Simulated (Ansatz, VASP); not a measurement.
**Two plane-wave programs on LiBr**

```
Li Br
1.0
     0.00000    2.73955    2.73955
     2.73955    0.00000    2.73955
     2.73955    2.73955    0.00000
Li Br
1 1
Direct
  0.00000 0.00000 0.00000
  0.50000 0.50000 0.50000
```

Alike in both runs: task single point; functional HSE06; k mesh 4 × 4 × 4; occupations fermi-dirac, width 0.5 eV; no spin polarisation.

|  | VASP | Ansatz |
| --- | --- | --- |
| version | VASP 6.6.1 | Ansatz 0.2.0 |
| potentials or method | VASP PAW PBE potentials, release 64 (Li_sv, Br) | plane waves |
| plane-wave cutoff (eV) | 650 | 420 |
| valence electrons in the cell | 10 | 10 |

Ansatz gave:

- pressure (GPa): 0.1

Question: What did VASP give for the same quantities?

Answer: Pressure (GPa): -0.1.

The functional is the same, so the differences come from potentials, cutoffs and numerics. Ansatz's warnings: stress exchange threshold loose, stress scf threshold loose.

The k mesh is coarse, so the values compare programs but aren't converged.
